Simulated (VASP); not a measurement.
# Ag in VASP: notebook, part 3 of 3

VASP 6.6.1. The steps go on from the part before.

### Step 4. Electric field gradients, PBE (equal xy, yz and zx shear strains of -1 %)

File INCAR:

```
SYSTEM = Ag
  PREC = Accurate
  ENCUT = 520
  EDIFF = 1E-8
  ISMEAR = -1
  SIGMA = 0.08
  LREAL = .FALSE.
  LASPH = .TRUE.
  NELM = 100
  ALGO = Normal
  ISIF = 2
  LWAVE = .FALSE.
  LCHARG = .FALSE.
  GGA = PE
  LEFG = .TRUE.
  NBANDS = 30
```

File KPOINTS:

```
Automatic mesh
0
G
  14 14 4
  0 0 0
```

File POSCAR:

```
Ag
1.0
    2.8861989086     -0.0144309945     -0.0144309945
   -1.4555970622      2.5067370726     -0.0052821106
   -0.0500000000     -0.0500000000     10.0000000000
Ag
4
Direct
    0.3333333333      0.6666666667      0.2500000000
    0.6666666667      0.3333333333      0.7500000000
    0.0000000000      0.0000000000      0.0000000000
    0.0000000000      0.0000000000      0.5000000000
```

Potentials or basis: VASP PAW PBE potentials, release 64 (Ag).

Started as:

```bash
$ cat potpaw_PBE.64/Ag/POTCAR > POTCAR
$ mpirun -np 1 vasp_std > vasp.out
```

OUTCAR:

```text
SYSTEM = Ag
   PREC = Accurate
   ENCUT = 520
   EDIFF = 1E-8
   ISMEAR = -1
   LREAL = .FALSE.
   LASPH = .TRUE.
   NELM = 100
   ISIF = 2
   GGA = PE

 ion  position               nearest neighbor table
   1  0.333  0.667  0.250-   4 2.98   3 2.99   3 3.00   4 3.01   4 3.02   3 3.02
   2  0.667  0.333  0.750-   4 2.98   3 2.99   3 3.00   4 3.01   4 3.02   3 3.02
   3  0.000  0.000  0.000-   1 2.99   2 2.99   2 3.00   1 3.00   2 3.02   1 3.02
   4  0.000  0.000  0.500-   2 2.98   1 2.98   2 3.01   1 3.01   2 3.02   1 3.02

  LATTYP: Found a triclinic cell.
 ALAT       =     2.8737779727
 B/A-ratio  =     1.0043472704
 C/A-ratio  =     3.4798269358
 COS(alpha) =     0.0099745013
 COS(beta)  =     0.0136846555
 COS(gamma) =     0.4934979113

  Lattice vectors:

 A1 = (   1.4306018464,   2.4923060781,  -0.0197131051)
 A2 = (   2.8861989086,  -0.0144309945,  -0.0144309945)
 A3 = (   0.0500000000,   0.0500000000, -10.0000000000)

Analysis of symmetry for initial positions (statically):
=====================================================================
 Subroutine PRICEL returns:
 Original cell was already a primitive cell.

 Routine SETGRP: Setting up the symmetry group for a
 triclinic supercell.

 Subroutine GETGRP returns: Found  2 space group operations
 (whereof  2 operations were pure point group operations)
 out of a pool of  2 trial point group operations.

The static configuration has the point symmetry S_2 .

Analysis of symmetry for dynamics (positions and initial velocities):
=====================================================================
 Subroutine PRICEL returns:
 Original cell was already a primitive cell.

 Routine SETGRP: Setting up the symmetry group for a
 triclinic supercell.

 Subroutine GETGRP returns: Found  2 space group operations
 (whereof  2 operations were pure point group operations)
 out of a pool of  2 trial point group operations.

The dynamic configuration has the point symmetry S_2 .

 Subroutine INISYM returns: Found  2 space group operations
 (whereof  2 operations are pure point group operations),
 and found     1 'primitive' translations

----------------------------------------------------------------------------------------

                                     Primitive cell

  volume of cell :      72.1357

  direct lattice vectors                    reciprocal lattice vectors
     2.886198909 -0.014430995 -0.014430995     0.347499146  0.201789509  0.002746443
    -1.455597062  2.506737073 -0.005282111     0.002010536  0.400096668  0.002010536
    -0.050000000 -0.050000000 10.000000000     0.000502538  0.000502538  0.100005025

  length of vectors
     2.886271063  2.898710310 10.000249997     0.401848486  0.400106771  0.100007551

  position of ions in fractional coordinates (direct lattice)
     0.333333333  0.666666667  0.250000000
     0.666666667  0.333333333  0.750000000
     0.000000000  0.000000000  0.000000000
     0.000000000  1.000000000  0.500000000

  ion indices of the primitive-cell ions
   primitive index   ion index
                 1           1
                 2           2
[... 90 lines left out ...]
   EFERMI_NEDOS =   21; number of points for ismear=-14 and -15
   IALGO  =     38    algorithm
   IMIX   =      4    mixing-type and parameters
     AMIX     =   0.40;   BMIX     =  1.00
     AMIX_MAG =   1.60;   BMIX_MAG =  1.00
  volume/ion in A,a.u.               =      18.03       121.70
  Fermi-wavevector in a.u.,A,eV,Ry     =   1.388382  2.623661 26.226644  1.927604
  Thomas-Fermi vector in A             =   2.512513
   LORBIT       =      0    0 simple, 1 ext, 2 COOP (PROOUT), +10 PAW based schemes
   GGA     = PE    functional components
   LHFCALC =     F    Hartree Fock is set to
   AEXX    =    0.0000 exact exchange contribution
   IVDW    =     0    specifies the selected vdW correction
   LEPSILON=     F    determine dielectric tensor
   LRPA    =     F    only Hartree local field effects (RPA)
 non-spin polarized calculation
  energy-cutoff  :      520.00
  volume of cell :       72.14
 maximum number of plane-waves:      1979
 NGX is ok and might be reduce to    24
   NGX = 11   NGY = 11   NGZ = 37

 number of electron      43.9999998 magnetization

 Free energy of the ion-electron system (eV)
  ---------------------------------------------------
  ext. energy  EPLUGINS =         0.00000000
  ---------------------------------------------------
  free energy    TOTEN  =       -10.82259025 eV

  energy without entropy =      -10.79535627  energy(sigma->0) =      -10.80897326

 E-fermi :   7.6589     XC(G=0): -11.8744

 val. band max:        7.6562279003   @ k =   0.5000   0.3571   0.5000
 cond. band min:       7.6662146802   @ k =   0.3571  -0.3571   0.2500
 fundamental gap:      0.0099867799
 Fermi energy:         7.6589279209

 k-point     1 :       0.0000    0.0000    0.0000
  band No.  band energies     occupation
      1       0.3084      2.00000
      2       1.4649      2.00000
      3       1.4675      2.00000
      4       1.5488      2.00000
      5       2.8358      2.00000
      6       3.0343      2.00000
[... 781 lines left out ...]
     29      21.2623      0.00000
     30      21.4151      0.00000

 [... further k-points ...]

------------------------ aborting loop because EDIFF is reached ----------------------------------------

  FORCE on cell =-STRESS in cart. coord.  units (eV):
  Direction    XX          YY          ZZ          XY          YZ          ZX
  --------------------------------------------------------------------------------------
  -------------------------------------------------------------------------------------
  Total        0.5253346      0.5260884     -1.6859485      0.1289433      0.0686430      0.0685245
  in kB       11.6679914     11.6847337    -37.4459138      2.8639067      1.5246013      1.5219686
  external PRESSURE =      -4.6977296 kB  Pullay stress =       0.0000000 kB

 VOLUME and BASIS-vectors are now :
 -----------------------------------------------------------------------------
  energy-cutoff  :      520.00
  volume of cell :       72.14
      direct lattice vectors                 reciprocal lattice vectors
     2.886198909 -0.014430995 -0.014430995     0.347499146  0.201789509  0.002746443
    -1.455597062  2.506737073 -0.005282111     0.002010536  0.400096668  0.002010536
    -0.050000000 -0.050000000 10.000000000     0.000502538  0.000502538  0.100005025

 POSITION                                       TOTAL-FORCE (eV/Angst)
 -----------------------------------------------------------------------------------
     -0.02083      1.65385      2.49167        -0.006248      0.000230     -0.000543
      1.40143      0.78846      7.48862         0.006248     -0.000230      0.000543
      0.00000      0.00000      0.00000        -0.000000      0.000000      0.000000
     -0.02500     -0.02500      5.00000         0.000000      0.000000      0.000000
 -----------------------------------------------------------------------------------
    total drift:                               -0.000000      0.000000     -0.000000

  FREE ENERGIE OF THE ION-ELECTRON SYSTEM (eV)
  ---------------------------------------------------
  free  energy   TOTEN  =       -10.8225902519 eV

  energy  without entropy=      -10.7953562734  energy(sigma->0) =      -10.80897326

 Electric field gradients (V/A^2)
---------------------------------------------------------------------
 ion       V_xx      V_yy      V_zz      V_xy      V_xz      V_yz
---------------------------------------------------------------------
   1      -5.276    -5.181    10.457    -0.090    -0.528    -0.533
   2      -5.276    -5.181    10.457    -0.090    -0.528    -0.533
   3      -4.433    -5.015     9.448     0.130    -0.479    -0.540
   4      -5.131    -4.355     9.486    -0.550    -0.605    -0.553
---------------------------------------------------------------------

 Electric field gradients after diagonalization (V/A^2)
 (convention: |V_zz| > |V_xx| > |V_yy|)
----------------------------------------------------------------------
 ion       V_xx      V_yy      V_zz     asymmetry (V_yy - V_xx)/ V_zz
----------------------------------------------------------------------
   1      -5.364    -5.128    10.492       0.022
   2      -5.364    -5.128    10.492       0.022
   3      -5.056    -4.429     9.485       0.066
   4      -5.458    -4.073     9.531       0.145
----------------------------------------------------------------------

           NMR quadrupolar parameters

 Cq : quadrupolar parameter    Cq=e*Q*V_zz/h
 eta: asymmetry parameters     (V_yy - V_xx)/ V_zz
 Q  : nuclear electric quadrupole moment in mb (millibarn)
----------------------------------------------------------------------
 ion       Cq(MHz)       eta       Q (mb)
----------------------------------------------------------------------
   1       0.025       0.022       1.000
   2       0.025       0.022       1.000
   3       0.023       0.066       1.000
   4       0.023       0.145       1.000
----------------------------------------------------------------------
```

OSZICAR:

```text
N       E                     dE             d eps       ncg     rms          rms(c)
DAV:   1     0.292944282407E+03    0.29294E+03   -0.22598E+04 23856   0.144E+03
DAV:   2    -0.544031010507E+01   -0.29838E+03   -0.28280E+03 24594   0.330E+02
DAV:   3    -0.117390279625E+02   -0.62987E+01   -0.62605E+01 27366   0.545E+01
DAV:   4    -0.117677599445E+02   -0.28732E-01   -0.28727E-01 25464   0.358E+00
DAV:   5    -0.117680504883E+02   -0.29054E-03   -0.29054E-03 27338   0.391E-01    0.910E+00
DAV:   6    -0.108555985281E+02    0.91245E+00   -0.28410E+00 25206   0.138E+01    0.609E+00
DAV:   7    -0.108321363108E+02    0.23462E-01   -0.33547E-02 26658   0.118E+00    0.350E+00
DAV:   8    -0.108225321752E+02    0.96041E-02   -0.24029E-03 25500   0.359E-01    0.126E-01
DAV:   9    -0.108225544708E+02   -0.22296E-04   -0.67629E-05 27390   0.101E-01    0.324E-02
DAV:  10    -0.108225859321E+02   -0.31461E-04   -0.19406E-05 25854   0.362E-02    0.245E-02
DAV:  11    -0.108225905400E+02   -0.46079E-05   -0.30354E-06 26790   0.126E-02    0.121E-03
DAV:  12    -0.108225902514E+02    0.28861E-06   -0.30134E-08 24154   0.134E-03    0.877E-04
DAV:  13    -0.108225902519E+02   -0.46566E-09   -0.51658E-09 16170   0.642E-04
   1 F= -.10822590E+02 E0= -.10808973E+02  d E =-.272340E-01
```

It took 18 min on 1 thread of Oxide Virtual Turin-like, shared host; peak memory 0.65 GiB.

Results:

* Free energy: -10.8226 eV
* Pressure: -0.5 GPa
* Largest force: 0.006 eV/Å
* Band gap on the k mesh: zero (bands 22 and 23 overlap by 6.16 eV)
* Largest electric field gradient by atom: Ag +10.5, +9.5 (each value once) V/Å²

Forces on the atoms (eV/Å):
```
Ag  -0.006  0.000 -0.001
Ag   0.006  0.000  0.001
Ag   0.000  0.000  0.000
Ag   0.000  0.000  0.000
```

Levels at points of the mesh, in eV from the Fermi level:
```tsv
k point	band 20	band 21	band 22	band 23	band 24	band 25
(0.00, 0.00, 0.00)	-3.34	-3.33	-3.03	-3.01	-0.62	2.57
(0.50, 0.00, 0.00)	-2.71	0.12	0.94	1.21	1.75	4.21
(0.00, 0.50, 0.00)	-2.72	0.08	0.90	1.16	1.69	4.16
(0.50, 0.50, 0.00)	-2.73	0.03	0.85	1.11	1.63	4.13
(0.00, 0.00, 0.50)	-3.15	-3.12	-3.11	-2.55	-2.55	5.26
(0.50, 0.00, 0.50)	-2.72	0.45	0.52	1.53	1.63	4.51
(0.00, 0.50, 0.50)	-2.73	0.42	0.47	1.49	1.56	4.47
(0.50, 0.50, 0.50)	-2.74	0.39	0.41	1.46	1.49	4.46
```

Electric field gradients, principal values (V/Å²):
| atom | least | middle | greatest (by size) |
| --- | --- | --- | --- |
| 1 Ag | -5.128 | -5.364 | 10.492 |
| 2 Ag | -5.128 | -5.364 | 10.492 |
| 3 Ag | -4.429 | -5.056 | 9.485 |
| 4 Ag | -4.073 | -5.458 | 9.531 |

Caveat: the cell differs from its parent crystal (equal xy, yz and zx shear strains of -1 %); without QUAD_EFG the Cq values of the log hold for a quadrupole moment of 1 mb, not for the nuclei.

### Step 5. Summary

```tsv
cell	gap on the mesh (eV)	pressure (GPa)
a = 2.896, b = 2.896, c = 10.033 Å, angles 90.0, 90.0, 120.0°, 4 atoms	none	-1.3
a = 2.924, b = 2.924, c = 10.132 Å, angles 90.0, 90.0, 120.0°, 4 atoms	none	-3.5
a = 2.886, b = 2.899, c = 10.000 Å, angles 90.2, 90.6, 120.4°, 4 atoms	none	-0.5
```

Alike in all rows: task electric field gradients; level PBE; potentials or basis VASP PAW PBE potentials, release 64 (Ag); no spin polarisation; k mesh 14 × 14 × 4; cutoff (eV) 520; smearing fermi-dirac 0.08 eV.

Caveats: the cell stands under tension (at least some runs).

Total energies depend on the potentials used, so only differences within one code and one set of settings carry meaning.
